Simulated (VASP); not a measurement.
Cu, 1 atom in the cell. The typed cell holds 1 atom: a = 2.469 Å, b = 2.469 Å, c = 2.469 Å, α = 109.55°, β = 109.55°, γ = 109.32°. This isn't the form of Cu at room conditions, which is fcc.

```yaml
Program: VASP 6.6.1
Task: single point
Functional: PBE
Potentials_or_basis: VASP PAW PBE potentials, release 64 (Cu)
Cutoff: 520 eV
k_mesh: 22 × 22 × 22
Occupations: gaussian, width 0.15 eV
Spin: no spin polarisation
Dipole_correction: no
Further_INCAR_settings: ALGO = Fast; EDIFF = 1e-06; NBANDS = 12
```

Potentials or basis: VASP PAW PBE potentials, release 64 (Cu).

Run with:

```sh
$ cat potpaw_PBE.64/Cu/POTCAR > POTCAR
$ mpirun -np 1 vasp_std > vasp.out
```

Hardware: 1 thread of Intel Xeon 8259CL (shared host).

Q: How long does it take, and how much memory?

A: It took 2.5 min on 1 thread of Intel Xeon 8259CL (shared host), peak memory 0.22 GiB. Counts: scf iterations 13, k points 834.
